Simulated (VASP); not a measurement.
# Hf in VASP: further runs

Hf is run at these levels: PBE, LDA, PBEsol; tasks: single point, relaxation of the atoms.

Program: VASP 6.6.1. These are calculated values, not measurements. Logs are shortened: lines on timing, memory, paths and dates and some standing lists are left out, and cuts for length are marked.

**1. The cell of the first run**

The cell holds a sheet with vacuum, 1 atom: a = 2.779 Å, b = 2.779 Å, c = 23.800 Å, α = 90.00°, β = 90.00°, γ = 90.00°.

**2. Single point, PBE**

The input, INCAR:

```
PREC = Accurate
ENCUT = 520
EDIFF = 1E-6
ISMEAR = -1
SIGMA = 0.05
LREAL = F
LASPH = T
NELM = 80
ALGO = Normal
ISIF = 2
LWAVE = F
LCHARG = T
LDIPOL = T
IDIPOL = 3
DIPOL = 0.5 0.5 0.294
GGA = PE
LELF = T
LVHAR = T
LVACPOTAV = T
NBANDS = 11
```

The input, KPOINTS:

```
regular mesh
0
Gamma
  10 10 1
```

The input, POSCAR:

```
Hf
1.0
    2.7787600000      0.0000000000      0.0000000000
    0.0000000000      2.7787600000      0.0000000000
    0.0000000000      0.0000000000     23.8000000000
Hf
1
Direct
    0.0000000000      0.0000000000      0.2941200000
```

Potentials or basis: VASP PAW PBE potentials, release 64 (Hf_pv).

On the command line:

```console
$ cat potpaw_PBE.64/Hf_pv/POTCAR > POTCAR
$ mpirun -np 1 vasp_std > vasp.out
```

OUTCAR:

```text
PREC = Accurate
   ENCUT = 520
   EDIFF = 1E-6
   ISMEAR = -1
   LREAL = F
   LASPH = T
   NELM = 80
   ISIF = 2
   GGA = PE

 ion  position               nearest neighbor table
   1  0.000  0.000  0.294-

  LATTYP: Found a simple tetragonal cell.
 ALAT       =     2.7787600000
 C/A-ratio  =     8.5649714261

  Lattice vectors:

 A1 = (   2.7787600000,   0.0000000000,   0.0000000000)
 A2 = (   0.0000000000,   2.7787600000,   0.0000000000)
 A3 = (   0.0000000000,   0.0000000000,  23.8000000000)

Analysis of symmetry for initial positions (statically):
=====================================================================
 Subroutine PRICEL returns:
 Original cell was already a primitive cell.

 Routine SETGRP: Setting up the symmetry group for a
 simple tetragonal supercell.

 Subroutine GETGRP returns: Found 16 space group operations
 (whereof  8 operations were pure point group operations)
 out of a pool of 16 trial point group operations.

The static configuration has the point symmetry C_4v.
 The point group associated with its full space group is D_4h.

Analysis of symmetry for dynamics (positions and initial velocities):
=====================================================================
 Subroutine PRICEL returns:
 Original cell was already a primitive cell.

 Routine SETGRP: Setting up the symmetry group for a
 simple tetragonal supercell.

 Subroutine GETGRP returns: Found 16 space group operations
 (whereof  8 operations were pure point group operations)
 out of a pool of 16 trial point group operations.

The dynamic configuration has the point symmetry C_4v.
 The point group associated with its full space group is D_4h.

 Subroutine INISYM returns: Found 16 space group operations
 (whereof  8 operations are pure point group operations),
 and found     1 'primitive' translations

----------------------------------------------------------------------------------------

                                     Primitive cell

  volume of cell :     183.7719

  direct lattice vectors                    reciprocal lattice vectors
     2.778760000  0.000000000  0.000000000     0.359872749  0.000000000  0.000000000
     0.000000000  2.778760000  0.000000000     0.000000000  0.359872749  0.000000000
     0.000000000  0.000000000 23.800000000     0.000000000  0.000000000  0.042016807

  length of vectors
     2.778760000  2.778760000 23.800000000     0.359872749  0.359872749  0.042016807

  position of ions in fractional coordinates (direct lattice)
     0.000000000  0.000000000  0.294120000

  ion indices of the primitive-cell ions
   primitive index   ion index
                 1           1

----------------------------------------------------------------------------------------

 KPOINTS: regular mesh

Automatic generation of k-mesh.
 Grid dimensions read from file:
 generate k-points for:   10   10    1

 Generating k-lattice:

  Cartesian coordinates                     Fractional coordinates (reciprocal lattice)
     0.035987275  0.000000000  0.000000000     0.100000000  0.000000000  0.000000000
     0.000000000  0.035987275  0.000000000     0.000000000  0.100000000  0.000000000
     0.000000000  0.000000000  0.042016807     0.000000000  0.000000000  1.000000000

  Length of vectors
     0.035987275  0.035987275  0.042016807

  Shift w.r.t. Gamma in fractional coordinates (k-lattice)
     0.000000000  0.000000000  0.000000000

 Subroutine IBZKPT returns following result:
 ===========================================

 Found     21 irreducible k-points:

 Following reciprocal coordinates:
            Coordinates               Weight
  0.000000  0.000000  0.000000      1.000000
  0.100000  0.000000  0.000000      4.000000
  0.200000  0.000000  0.000000      4.000000
  0.300000  0.000000  0.000000      4.000000
  0.400000  0.000000  0.000000      4.000000
  0.500000  0.000000  0.000000      2.000000
[... 13 lines left out ...]
  0.500000  0.400000  0.000000      4.000000
  0.500000  0.500000  0.000000      1.000000
   k-points           NKPTS =     21   k-points in BZ     NKDIM =     21   number of bands    NBANDS=     11
   number of dos      NEDOS =    301   number of ions     NIONS =      1
   total plane-waves  NPLWV = 103680
   dimension x,y,z NGX =    24 NGY =   24 NGZ =  180
   dimension x,y,z NGXF=    48 NGYF=   48 NGZF=  360
   ions per type =               1
   NGX,Y,Z   is equivalent  to a cutoff of  14.36, 14.36, 12.57 a.u.
   NGXF,Y,Z  is equivalent  to a cutoff of  28.72, 28.72, 25.15 a.u.
 SYSTEM =  unknown system
   PREC   = accura    normal or accurate (medium, high low for compatibility)
   ISTART =      0    job   : 0-new  1-cont  2-samecut
   ICHARG =      2    charge: 1-file 2-atom 10-const
   ISPIN  =      1    spin polarized calculation?
   LNONCOLLINEAR =      F non collinear calculations
   LSORBIT =      F    spin-orbit coupling
   LASPH  =      T    aspherical Exc in radial PAW
   ENCUT  =  520.0 eV  38.22 Ry    6.18 a.u.   5.17  5.17 44.25*2*pi/ulx,y,z
   NELM   =     80;   NELMIN=  2; NELMDL= -5     # of ELM steps
   EDIFF  = 0.1E-05   stopping-criterion for ELM
   LREAL  =      F    real-space projection
   EDIFFG = 0.1E-04   stopping-criterion for IOM
   NSW    =      0    number of steps for IOM
   IBRION =     -1    ionic relax: 0-MD 1-quasi-New 2-CG
   NFREE  =      0    steps in history (QN), initial steepest desc. (CG)
   ISIF   =      2    stress and relaxation
   ISYM   =      2    0-nonsym 1-usesym 2-fastsym
   POTIM  = 0.5000    time-step for ionic-motion
   TEBEG  =    0.0;   TEEND  =   0.0 temperature during run
   PSTRESS=    0.0 pullay stress
   NELECT =      10.0000    total number of electrons
   NUPDOWN=      -1.0000    fix difference up-down
   EMIN   =  10.00;   EMAX   =-10.00  energy-range for DOS
   EFERMI =   0.00;   METHOD = LEGACY
   ISMEAR =    -1;   SIGMA  =   0.05  broadening in eV -4-tet -1-fermi 0-gaus
   EFERMI_NEDOS =   21; number of points for ismear=-14 and -15
   IALGO  =     38    algorithm
   IMIX   =      4    mixing-type and parameters
     AMIX     =   0.40;   BMIX     =  1.00
     AMIX_MAG =   1.60;   BMIX_MAG =  1.00
  volume/ion in A,a.u.               =     183.77      1240.15
  Fermi-wavevector in a.u.,A,eV,Ry     =   0.620367  1.172323  5.236268  0.384855
  Thomas-Fermi vector in A             =   1.679493
   LORBIT       =      0    0 simple, 1 ext, 2 COOP (PROOUT), +10 PAW based schemes
   GGA     = PE    functional components
   LHFCALC =     F    Hartree Fock is set to
   AEXX    =    0.0000 exact exchange contribution
   IVDW    =     0    specifies the selected vdW correction
   LEPSILON=     F    determine dielectric tensor
   LRPA    =     F    only Hartree local field effects (RPA)
 non-spin polarized calculation
  energy-cutoff  :      520.00
  volume of cell :      183.77
 maximum number of plane-waves:      4993
 NGX is ok and might be reduce to    24
   NGX = 11   NGY = 11   NGZ = 89

 dipolmoment           0.000000      0.000000     -0.000001 electrons x Angstroem

 number of electron      10.0000000 magnetization

 dipolmoment           0.000000      0.000000      0.000002 electrons x Angstroem

 Free energy of the ion-electron system (eV)
  ---------------------------------------------------
  ext. energy  EPLUGINS =         0.00000000
  ---------------------------------------------------
  free energy    TOTEN  =        -7.47039982 eV

  energy without entropy =       -7.44911738  energy(sigma->0) =       -7.45975860

 E-fermi :  -3.0899     XC(G=0):  -2.1605

 val. band max:       -3.0906300279   @ k =   0.2000   0.1000   0.0000
 cond. band min:      -3.0855794405   @ k =   0.1000   0.1000   0.0000
 fundamental gap:      0.0050505874
 Fermi energy:        -3.0899473475

 k-point     1 :       0.0000    0.0000    0.0000
  band No.  band energies     occupation
      1     -34.0702      2.00000
      2     -33.0950      2.00000
      3     -33.0950      2.00000
      4      -8.3202      2.00000
      5      -4.6387      2.00000
      6      -3.4319      1.99786
      7      -2.8465      0.01525
      8       0.8619      0.00000
      9       1.0963      0.00000
     10       1.4229      0.00000
     11       1.7841      0.00000

 k-point     2 :       0.1000    0.0000    0.0000
  band No.  band energies     occupation
      1     -34.0552      2.00000
      2     -33.2347      2.00000
      3     -33.0833      2.00000
      4      -7.9858      2.00000
      5      -4.3701      2.00000
      6      -3.2507      1.92278
      7      -2.8856      0.03303
      8       0.9378      0.00000
      9       1.0472      0.00000
     10       1.6129      0.00000
     11       1.6224      0.00000

 k-point     3 :       0.2000    0.0000    0.0000
  band No.  band energies     occupation
      1     -34.0156      2.00000
      2     -33.5879      2.00000
      3     -33.0525      2.00000
      4      -7.1421      2.00000
      5      -3.6812      1.99999
      6      -3.1342      1.41535
      7      -2.6233      0.00018
      8       0.5711      0.00000
      9       1.5971      0.00000
     10       2.0158      0.00000
     11       2.0949      0.00000

 k-point     4 :       0.3000    0.0000    0.0000
  band No.  band energies     occupation
      1     -34.0015      2.00000
      2     -33.9662      2.00000
      3     -33.0143      2.00000
      4      -6.1225      2.00000
      5      -3.6673      1.99998
      6      -2.9213      0.06632
      7      -1.5412      0.00000
      8       0.8096      0.00000
      9       1.4355      0.00000
     10       2.2358      0.00000
     11       2.4894      0.00000

 k-point     5 :       0.4000    0.0000    0.0000
  band No.  band energies     occupation
      1     -34.3199      2.00000
      2     -33.9258      2.00000
      3     -32.9830      2.00000
      4      -5.2392      2.00000
      5      -4.1754      2.00000
      6      -2.1808      0.00000
      7      -0.9531      0.00000
      8       0.6756      0.00000
      9       1.5477      0.00000
     10       2.4239      0.00000
     11       3.6967      0.00000
[... 169 lines left out ...]
 k-point    18 :       0.5000    0.3000    0.0000
  band No.  band energies     occupation
      1     -34.3149      2.00000
      2     -33.8314      2.00000
      3     -33.8143      2.00000
      4      -4.8968      2.00000
      5      -3.3812      1.99411
      6      -1.6251      0.00000
      7      -0.8549      0.00000
      8       0.2308      0.00000
      9       2.7928      0.00000
     10       5.2060      0.00000
     11       5.9226      0.00000

 k-point    19 :       0.4000    0.4000    0.0000
  band No.  band energies     occupation
      1     -34.1603      2.00000
      2     -34.1465      2.00000
      3     -33.7915      2.00000
      4      -5.4478      2.00000
      5      -2.8557      0.01831
      6      -2.3724      0.00000
      7      -0.3655      0.00000
      8       2.4348      0.00000
      9       2.4920      0.00000
     10       5.2015      0.00000
     11       6.6505      0.00000

 k-point    20 :       0.5000    0.4000    0.0000
  band No.  band energies     occupation
      1     -34.2669      2.00000
      2     -34.1354      2.00000
      3     -33.7771      2.00000
      4      -5.6983      2.00000
      5      -2.8885      0.03499
      6      -2.4033      0.00000
      7      -0.0645      0.00000
      8       2.6396      0.00000
      9       3.6409      0.00000
     10       5.8028      0.00000
     11       6.4330      0.00000

 k-point    21 :       0.5000    0.5000    0.0000
  band No.  band energies     occupation
      1     -34.2485      2.00000
      2     -34.2485      2.00000
      3     -33.7628      2.00000
      4      -5.9758      2.00000
      5      -2.6727      0.00048
      6      -2.6727      0.00048
      7       0.2027      0.00000
      8       4.0484      0.00000
      9       4.0484      0.00000
     10       5.5492      0.00000
     11       6.8579      0.00000

------------------------ aborting loop because EDIFF is reached ----------------------------------------

  FORCE on cell =-STRESS in cart. coord.  units (eV):
  Direction    XX          YY          ZZ          XY          YZ          ZX
  --------------------------------------------------------------------------------------
  -------------------------------------------------------------------------------------
  Total       -0.1874391     -0.1874391     -0.0030866      0.0000000      0.0000000      0.0000000
  in kB       -1.6341497     -1.6341497     -0.0269097      0.0000000      0.0000000      0.0000000
  external PRESSURE =      -1.0984030 kB  Pullay stress =       0.0000000 kB

 VOLUME and BASIS-vectors are now :
 -----------------------------------------------------------------------------
  energy-cutoff  :      520.00
  volume of cell :      183.77
      direct lattice vectors                 reciprocal lattice vectors
     2.778760000  0.000000000  0.000000000     0.359872749  0.000000000  0.000000000
     0.000000000  2.778760000  0.000000000     0.000000000  0.359872749  0.000000000
     0.000000000  0.000000000 23.800000000     0.000000000  0.000000000  0.042016807

 POSITION                                       TOTAL-FORCE (eV/Angst)
 -----------------------------------------------------------------------------------
      0.00000      0.00000      7.00006         0.000000      0.000000     -0.000000
 -----------------------------------------------------------------------------------
    total drift:                                0.000000      0.000000      0.000019

  FREE ENERGIE OF THE ION-ELECTRON SYSTEM (eV)
  ---------------------------------------------------
  free  energy   TOTEN  =        -7.4703998164 eV

  energy  without entropy=       -7.4491173775  energy(sigma->0) =       -7.45975860

 vacuum level on the upper side and lower side of the slab         1.194         1.194
```

It took 26 s on 1 thread of Intel Xeon 6975P-C (Granite Rapids), shared host; peak memory 0.3 GiB.

What came out:

| Property | Result |
| --- | --- |
| Free energy | -7.4704 eV |
| Band gap on the k mesh | zero (band 5 reaches -2.67 eV, above the bottom of band 6 at -3.43 eV) |

Levels at points of the mesh, in eV from the Fermi level:
| k point | band 1 | band 2 | band 3 | band 4 | band 5 | band 6 | band 7 | band 8 | band 9 | band 10 |
| --- | --- | --- | --- | --- | --- | --- | --- | --- | --- | --- |
| (0.00, 0.00, 0.00) | -30.98 | -30.01 | -30.01 | -5.23 | -1.55 | -0.34 | 0.24 | 3.95 | 4.19 | 4.51 |
| (0.50, 0.00, 0.00) | -31.35 | -30.82 | -29.88 | -1.77 | -1.28 | 1.62 | 1.73 | 3.50 | 5.16 | 5.59 |
| (0.50, 0.50, 0.00) | -31.16 | -31.16 | -30.67 | -2.89 | 0.42 | 0.42 | 3.29 | 7.14 | 7.14 | 8.64 |

Caveat: spin-orbit coupling is left out, which moves the levels of the heavy elements.

(Part 1 of 3 ends here.)
